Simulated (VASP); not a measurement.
# K (P6_3/mmc) in VASP: a series of runs

The runs below take K through relaxation of cell and atoms, with PBE.

Everything below comes from runs of VASP 6.6.1. Logs are shortened: lines on timing, memory, paths and dates and some standing lists are left out, and cuts for length are marked.

### Step 1. The cell of the first run

It takes space group P6_3/mmc (No. 194, hexagonal). Conventional cell: a = 3.767 Å, b = 3.767 Å, c = 6.117 Å, α = 90.00°, β = 90.00°, γ = 120.00°. K (site symmetry -6m2) has 12 K at 3.75 to 3.77 Å within 4.9 Å.

This isn't the form of K at room conditions, which is bcc.

### Step 2. Relaxation of cell and atoms, PBE, target pressure 8.4 GPa, at which the enthalpy is minimised

Contents of INCAR:

```
ALGO = Normal
EDIFF = 1E-7
EDIFFG = -0.005
ENCUT = 600
GGA = PE
IBRION = 2
ISIF = 3
ISMEAR = -1
LASPH = T
LCHARG = F
LREAL = F
LWAVE = F
NELM = 100
NSW = 32
PREC = Accurate
PSTRESS = 84.0
SIGMA = 0.08
```

Contents of KPOINTS:

```
k-points
0
Gamma
  12 12 7
```

Contents of POSCAR:

```
K
1.0
    3.7669651066      0.0000000000      0.0000000000
   -1.8834825533      3.2622874775      0.0000000000
    0.0000000000      0.0000000000      6.1165656616
K
2
Direct
    0.3333333333      0.6666666667      0.2500000000
    0.6666666667      0.3333333333      0.7500000000
```

Potentials or basis: VASP PAW PBE potentials, release 64 (K_sv).

Started as:

```sh
$ cat potpaw_PBE.64/K_sv/POTCAR > POTCAR
$ mpirun -np 1 vasp_std > vasp.out
```

OUTCAR:

```text
EDIFF = 1E-7
   EDIFFG = -0.005
   ENCUT = 600
   GGA = PE
   IBRION = 2
   ISIF = 3
   ISMEAR = -1
   LASPH = T
   LREAL = F
   NELM = 100
   NSW = 32
   PREC = Accurate
   PSTRESS = 84.0

 ion  position               nearest neighbor table
   1  0.333  0.667  0.250-   2 3.75   2 3.75   2 3.75   2 3.75   2 3.75   2 3.75
   2  0.667  0.333  0.750-   1 3.75   1 3.75   1 3.75   1 3.75   1 3.75   1 3.75

  LATTYP: Found a hexagonal cell.
 ALAT       =     3.7669651066
 C/A-ratio  =     1.6237383380

  Lattice vectors:

 A1 = (   3.7669651066,   0.0000000000,   0.0000000000)
 A2 = (  -1.8834825533,   3.2622874775,   0.0000000000)
 A3 = (   0.0000000000,   0.0000000000,   6.1165656616)

Analysis of symmetry for initial positions (statically):
=====================================================================
 Subroutine PRICEL returns:
 Original cell was already a primitive cell.

 Routine SETGRP: Setting up the symmetry group for a
 hexagonal supercell.

 Subroutine GETGRP returns: Found 24 space group operations
 (whereof 12 operations were pure point group operations)
 out of a pool of 24 trial point group operations.

The static configuration has the point symmetry D_3d.
 The point group associated with its full space group is D_6h.

Analysis of symmetry for dynamics (positions and initial velocities):
=====================================================================
 Subroutine PRICEL returns:
 Original cell was already a primitive cell.

 Routine SETGRP: Setting up the symmetry group for a
 hexagonal supercell.

 Subroutine GETGRP returns: Found 24 space group operations
 (whereof 12 operations were pure point group operations)
 out of a pool of 24 trial point group operations.

The dynamic configuration has the point symmetry D_3d.
 The point group associated with its full space group is D_6h.

 Subroutine INISYM returns: Found 24 space group operations
 (whereof 12 operations are pure point group operations),
 and found     1 'primitive' translations

----------------------------------------------------------------------------------------

                                     Primitive cell

  volume of cell :      75.1660

  direct lattice vectors                    reciprocal lattice vectors
     3.766965107  0.000000000  0.000000000     0.265465692  0.153266689  0.000000000
    -1.883482553  3.262287478  0.000000000     0.000000000  0.306533378  0.000000000
     0.000000000  0.000000000  6.116565662     0.000000000  0.000000000  0.163490438

  length of vectors
     3.766965107  3.766965107  6.116565662     0.306533378  0.306533378  0.163490438

  position of ions in fractional coordinates (direct lattice)
     0.333333333  0.666666667  0.250000000
     0.666666667  0.333333333  0.750000000

  ion indices of the primitive-cell ions
   primitive index   ion index
                 1           1
                 2           2

----------------------------------------------------------------------------------------

 KPOINTS: k-points

Automatic generation of k-mesh.
 Grid dimensions read from file:
 generate k-points for:   12   12    7

 Generating k-lattice:

  Cartesian coordinates                     Fractional coordinates (reciprocal lattice)
     0.022122141  0.012772224  0.000000000     0.083333333  0.000000000  0.000000000
     0.000000000  0.025544448  0.000000000     0.000000000  0.083333333  0.000000000
     0.000000000  0.000000000  0.023355777     0.000000000  0.000000000  0.142857143

  Length of vectors
     0.025544448  0.025544448  0.023355777

  Shift w.r.t. Gamma in fractional coordinates (k-lattice)
     0.000000000  0.000000000  0.000000000

 Subroutine IBZKPT returns following result:
 ===========================================

 Found     76 irreducible k-points:

 Following reciprocal coordinates:
            Coordinates               Weight
  0.000000  0.000000  0.000000      1.000000
  0.083333 -0.000000  0.000000      6.000000
  0.166667 -0.000000  0.000000      6.000000
  0.250000  0.000000  0.000000      6.000000
  0.333333 -0.000000  0.000000      6.000000
  0.416667 -0.000000  0.000000      6.000000
[... 16 lines left out ...]
  0.250000  0.000000  0.142857     12.000000
  0.333333 -0.000000  0.142857     12.000000
 [... further k-points ...]
   k-points           NKPTS =     76   k-points in BZ     NKDIM =     76   number of bands    NBANDS=     13
   number of dos      NEDOS =    301   number of ions     NIONS =      2
   total plane-waves  NPLWV =  45000
   dimension x,y,z NGX =    30 NGY =   30 NGZ =   50
   dimension x,y,z NGXF=    60 NGYF=   60 NGZF=  100
   ions per type =               2
   NGX,Y,Z   is equivalent  to a cutoff of  13.24, 13.24, 13.59 a.u.
   NGXF,Y,Z  is equivalent  to a cutoff of  26.48, 26.48, 27.18 a.u.
 SYSTEM =  unknown system
   PREC   = accura    normal or accurate (medium, high low for compatibility)
   ISTART =      0    job   : 0-new  1-cont  2-samecut
   ICHARG =      2    charge: 1-file 2-atom 10-const
   ISPIN  =      1    spin polarized calculation?
   LNONCOLLINEAR =      F non collinear calculations
   LSORBIT =      F    spin-orbit coupling
   LASPH  =      T    aspherical Exc in radial PAW
   ENCUT  =  600.0 eV  44.10 Ry    6.64 a.u.   7.52  7.52 12.22*2*pi/ulx,y,z
   NELM   =    100;   NELMIN=  2; NELMDL= -5     # of ELM steps
   EDIFF  = 0.1E-06   stopping-criterion for ELM
   LREAL  =      F    real-space projection
   EDIFFG = -.5E-02   stopping-criterion for IOM
   NSW    =     32    number of steps for IOM
   IBRION =      2    ionic relax: 0-MD 1-quasi-New 2-CG
   NFREE  =      1    steps in history (QN), initial steepest desc. (CG)
   ISIF   =      3    stress and relaxation
   ISYM   =      2    0-nonsym 1-usesym 2-fastsym
   POTIM  = 0.5000    time-step for ionic-motion
   TEBEG  =    0.0;   TEEND  =   0.0 temperature during run
   PSTRESS=   84.0 pullay stress
   NELECT =      18.0000    total number of electrons
   NUPDOWN=      -1.0000    fix difference up-down
   EMIN   =  10.00;   EMAX   =-10.00  energy-range for DOS
   EFERMI =   0.00;   METHOD = LEGACY
   ISMEAR =    -1;   SIGMA  =   0.08  broadening in eV -4-tet -1-fermi 0-gaus
   EFERMI_NEDOS =   21; number of points for ismear=-14 and -15
   IALGO  =     38    algorithm
   IMIX   =      4    mixing-type and parameters
     AMIX     =   0.40;   BMIX     =  1.00
     AMIX_MAG =   1.60;   BMIX_MAG =  1.00
  volume/ion in A,a.u.               =      37.58       253.62
  Fermi-wavevector in a.u.,A,eV,Ry     =   1.016620  1.921133 14.061833  1.033516
  Thomas-Fermi vector in A             =   2.149974
   LORBIT       =      0    0 simple, 1 ext, 2 COOP (PROOUT), +10 PAW based schemes
   GGA     = PE    functional components
   LHFCALC =     F    Hartree Fock is set to
   AEXX    =    0.0000 exact exchange contribution
   IVDW    =     0    specifies the selected vdW correction
   LEPSILON=     F    determine dielectric tensor
   LRPA    =     F    only Hartree local field effects (RPA)
 conjugate gradient relaxation of ions
 non-spin polarized calculation
  energy-cutoff  :      600.00
  volume of cell :       75.17
 maximum number of plane-waves:      2539
   NGX = 15   NGY = 15   NGZ = 25

 number of electron      18.0000003 magnetization

 Free energy of the ion-electron system (eV)
  ---------------------------------------------------
  ext. energy  EPLUGINS =         0.00000000
  ---------------------------------------------------
  free energy    TOTEN  =        -0.98593215 eV

  energy without entropy =       -0.95286586  energy(sigma->0) =       -0.96939901

 E-fermi :   2.0821     XC(G=0):  -7.5812

 val. band max:        2.0677728902   @ k =   0.2500   0.1667   0.4286
 cond. band min:       2.1010203697   @ k =   0.4167   0.0833   0.2857
 fundamental gap:      0.0332474795
 Fermi energy:         2.0820712609

 k-point     1 :       0.0000    0.0000    0.0000
  band No.  band energies     occupation
      1     -30.1055      2.00000
      2     -30.0322      2.00000
      3     -13.9233      2.00000
      4     -13.4155      2.00000
      5     -13.4155      2.00000
      6     -13.3451      2.00000
      7     -13.3451      2.00000
      8     -13.3423      2.00000
      9      -1.1382      2.00000
     10       2.1530      0.58341
     11       3.2973      0.00000
     12       6.4560      0.00000
     13       6.4779      0.00000

 k-point     2 :       0.0833   -0.0000    0.0000
  band No.  band energies     occupation
      1     -30.1013      2.00000
      2     -30.0302      2.00000
      3     -13.9098      2.00000
      4     -13.4451      2.00000
      5     -13.4247      2.00000
      6     -13.3763      2.00000
      7     -13.3489      2.00000
      8     -13.3467      2.00000
      9      -1.0044      2.00000
     10       2.2851      0.14651
     11       3.2781      0.00000
     12       5.9891      0.00000
     13       6.5761      0.00000

 k-point     3 :       0.1667   -0.0000    0.0000
  band No.  band energies     occupation
      1     -30.0896      2.00000
      2     -30.0250      2.00000
      3     -13.8715      2.00000
      4     -13.5266      2.00000
      5     -13.4583      2.00000
      6     -13.4488      2.00000
      7     -13.3603      2.00000
      8     -13.3599      2.00000
      9      -0.6186      2.00000
     10       2.6508      0.00163
     11       3.2320      0.00000
     12       5.2872      0.00000
     13       6.3125      0.00000
[... 305 lines left out ...]
 k-point    23 :       0.2500    0.0000    0.1429
  band No.  band energies     occupation
      1     -30.0703      2.00000
      2     -30.0212      2.00000
      3     -13.8080      2.00000
      4     -13.6263      2.00000
      5     -13.5771      2.00000
      6     -13.4751      2.00000
      7     -13.3902      2.00000
      8     -13.3815      2.00000
      9       0.0681      2.00000
     10       2.5837      0.00378
     11       3.6410      0.00000
     12       4.6091      0.00000
     13       5.8515      0.00000

 k-point    24 :       0.3333   -0.0000    0.1429
  band No.  band energies     occupation
      1     -30.0530      2.00000
      2     -30.0152      2.00000
      3     -13.7973      2.00000
      4     -13.7049      2.00000
      5     -13.6580      2.00000
      6     -13.5047      2.00000
      7     -13.4176      2.00000
      8     -13.3994      2.00000
      9       0.7897      2.00000
     10       2.8347      0.00016
     11       3.7105      0.00000
     12       3.9579      0.00000
     13       5.5396      0.00000

 [... further k-points ...]
[... 5 lines left out ...]
  --------------------------------------------------------------------------------------
  -------------------------------------------------------------------------------------
  Total        3.9342554      3.9342554      3.9493415      0.0000000      0.0000000      0.0000000
  in kB       83.8593822     83.8593822     84.1809468      0.0000000      0.0000000      0.0000000
  external PRESSURE =      -0.0334296 kB  Pullay stress =      84.0000000 kB

 VOLUME and BASIS-vectors are now :
 -----------------------------------------------------------------------------
  energy-cutoff  :      600.00
  volume of cell :       75.17
      direct lattice vectors                 reciprocal lattice vectors
     3.766965107  0.000000000  0.000000000     0.265465692  0.153266689  0.000000000
    -1.883482553  3.262287478  0.000000000     0.000000000  0.306533378  0.000000000
     0.000000000  0.000000000  6.116565662     0.000000000  0.000000000  0.163490438

 POSITION                                       TOTAL-FORCE (eV/Angst)
 -----------------------------------------------------------------------------------
     -0.00000      2.17486      1.52914        -0.000000      0.000000     -0.000000
      1.88348      1.08743      4.58742         0.000000     -0.000000      0.000000
 -----------------------------------------------------------------------------------
    total drift:                               -0.000000      0.000000     -0.000000

  FREE ENERGIE OF THE ION-ELECTRON SYSTEM (eV)
  ---------------------------------------------------
  free  energy   TOTEN  =        -0.9859321506 eV

  energy  without entropy=       -0.9528658642  energy(sigma->0) =       -0.96939901

  enthalpy is  TOTEN    =         2.9549202780 eV   P V=        3.9408524286

 reached required accuracy - stopping structural energy minimisation
```

Wall time 37 s (1 thread of Intel Xeon 6975P-C (Granite Rapids), shared host); peak memory 0.24 GiB.

What came out:

```
Free energy             : -0.9859 eV
Pressure after relaxing : 8.4 GPa
Band gap on the k mesh  : zero (bands 9 and 10 overlap by 2.67 eV)
```

Final structure:
```
CELL_PARAMETERS angstrom
3.76697 0.00000 0.00000
-1.88348 3.26229 0.00000
0.00000 0.00000 6.11657
ATOMIC_POSITIONS crystal
K 0.33333 0.66667 0.25000
K 0.66667 0.33333 0.75000
```

Caveat: the cell is relaxed towards a set pressure, so the run minimises the enthalpy, not the energy.

### Step 3. Relaxation of cell and atoms, PBE, target pressure 8.4 GPa, at which the enthalpy is minimised

This run uses another cell than the first one: it holds 4 atoms, not 2.

Contents of INCAR:

```
SYSTEM = K
ALGO = Normal ; EDIFF = 1E-6
EDIFFG = -0.005 ; ENCUT = 600
GGA = PE ; IBRION = 2
ISIF = 3 ; ISMEAR = -1
LASPH = .True. ; LCHARG = .False.
LREAL = .False. ; LWAVE = .False.
NELM = 80 ; NSW = 60
PREC = Accurate ; PSTRESS = 84.0
SIGMA = 0.08
```

Contents of KPOINTS:

```
k-points
0
Gamma
  10 10 3
  0 0 0
```

Contents of POSCAR:

```
K
1.0
    3.7619083234      0.0000000000      0.0000000000
   -1.8809541617      3.2579081747      0.0000000000
    0.0000000000      0.0000000000     12.2262020509
K
4
Direct
    0.0000000000      0.0000000000      0.0000000000
    0.0000000000      0.0000000000      0.5000000000
    0.3333333333      0.6666666667      0.2500000000
    0.6666666667      0.3333333333      0.7500000000
```

Potentials or basis: VASP PAW PBE potentials, release 64 (K_sv).

Started as:

```sh
$ cat potpaw_PBE.64/K_sv/POTCAR > POTCAR
$ mpirun -np 1 vasp_std > vasp.out
```

OUTCAR:

```text
SYSTEM = K
   EDIFF = 1E-6
   EDIFFG = -0.005
   ENCUT = 600
   GGA = PE
   IBRION = 2
   ISIF = 3
   ISMEAR = -1
   LASPH = .True.
   LREAL = .False.
   NELM = 80
   NSW = 60
   PREC = Accurate
   PSTRESS = 84.0

 ion  position               nearest neighbor table
   1  0.000  0.000  0.000-   3 3.75   4 3.75   3 3.75   4 3.75   4 3.75   3 3.75
   2  0.000  0.000  0.500-   3 3.75   4 3.75   3 3.75   4 3.75   4 3.75   3 3.75
   3  0.333  0.667  0.250-   1 3.75   2 3.75   1 3.75   2 3.75   1 3.75   2 3.75
   4  0.667  0.333  0.750-   1 3.75   2 3.75   1 3.75   2 3.75   1 3.75   2 3.75

  LATTYP: Found a hexagonal cell.
 ALAT       =     3.7619083234
 C/A-ratio  =     3.2500000000

  Lattice vectors:

 A1 = (   3.7619083234,   0.0000000000,   0.0000000000)
 A2 = (  -1.8809541617,   3.2579081747,   0.0000000000)
[... 301 lines left out ...]

 number of electron      36.0000001 magnetization

 Free energy of the ion-electron system (eV)
  ---------------------------------------------------
  ext. energy  EPLUGINS =         0.00000000
  ---------------------------------------------------
  free energy    TOTEN  =        -1.97316151 eV

  energy without entropy =       -1.90817559  energy(sigma->0) =       -1.94066855

 E-fermi :   2.0685     XC(G=0):  -7.5809

 val. band max:        2.0581547521   @ k =   0.3000   0.2000   0.3333
 cond. band min:       2.1229119625   @ k =   0.4000   0.1000   0.3333
 fundamental gap:      0.0647572104
 Fermi energy:         2.0684725192

 k-point     1 :       0.0000    0.0000    0.0000
  band No.  band energies     occupation
      1     -30.1061      2.00000
      2     -30.0698      2.00000
      3     -30.0694      2.00000
      4     -30.0328      2.00000
      5     -13.9240      2.00000
      6     -13.6449      2.00000
[... 589 lines left out ...]
     21       3.3211      0.00000
     22       3.5468      0.00000

 [... further k-points ...]
[... 5 lines left out ...]
  --------------------------------------------------------------------------------------
  -------------------------------------------------------------------------------------
  Total        7.9022496      7.9022496      7.8650607      0.0000000      0.0000000     -0.0000000
  in kB       84.2081761     84.2081761     83.8118825      0.0000000      0.0000000     -0.0000000
  external PRESSURE =       0.0760782 kB  Pullay stress =      84.0000000 kB
[... 23 lines left out ...]
  energy  without entropy=       -1.9081755929  energy(sigma->0) =       -1.94066855

  enthalpy is  TOTEN    =         5.9095524322 eV   P V=        7.8827139422

 reached required accuracy - stopping structural energy minimisation
```

Wall time 96 s (1 thread of Intel Xeon 6975P-C (Granite Rapids), shared host); peak memory 0.33 GiB.

What came out:

| Item | Value |
| --- | --- |
| Free energy | -1.9732 eV |
| Relaxed volume | 37.59 Å³/atom |
| Relaxed cell | a = 3.767 Å, b = 3.767 Å, c = 12.233 Å, α = 90.00°, β = 90.00°, γ = 120.00° |
| Space group after relaxing (to 0.1 Å) | P6_3/mmc (No. 194) |
| Energy change on relaxing (the run minimises the enthalpy) | -6.7 meV/atom |
| Ionic steps | 4 |
| Pressure after relaxing | 8.4 GPa |
| Band gap on the k mesh | zero (bands 18 and 19 overlap by 2.82 eV) |

The path:
```tsv
step	energy change (eV)	largest force (eV/Å)	pressure (GPa)	volume (Å³)
1	0.0000	0.0000	8.50	149.84
2	-0.0255	0.0000	8.40	150.33
3	-0.0258	0.0000	8.42	150.33
4	-0.0268	0.0000	8.41	150.35
```

Final structure:
```
K
1.0
     3.76720    0.00000    0.00000
    -1.88360    3.26249    0.00000
     0.00000    0.00000   12.23317
K
4
Direct
  0.00000 0.00000 0.00000
  0.00000 0.00000 0.50000
  0.33333 0.66667 0.25000
  0.66667 0.33333 0.75000
```

Levels at points of the mesh, in eV from the Fermi level:
| k point | band 15 | band 16 | band 17 | band 18 | band 19 | band 20 | band 21 | band 22 |
| --- | --- | --- | --- | --- | --- | --- | --- | --- |
| (0.00, 0.00, 0.00) | -15.41 | -15.41 | -3.21 | -1.96 | -1.96 | 0.09 | 1.23 | 2.99 |
| (0.50, 0.00, 0.00) | -15.50 | -15.48 | 0.09 | 0.19 | 0.32 | 0.34 | 1.15 | 1.61 |

Caveat: the cell is relaxed towards a set pressure, so the run minimises the enthalpy, not the energy.

The gap in the log of VASP goes by the Fermi energy; the results here count the filled bands.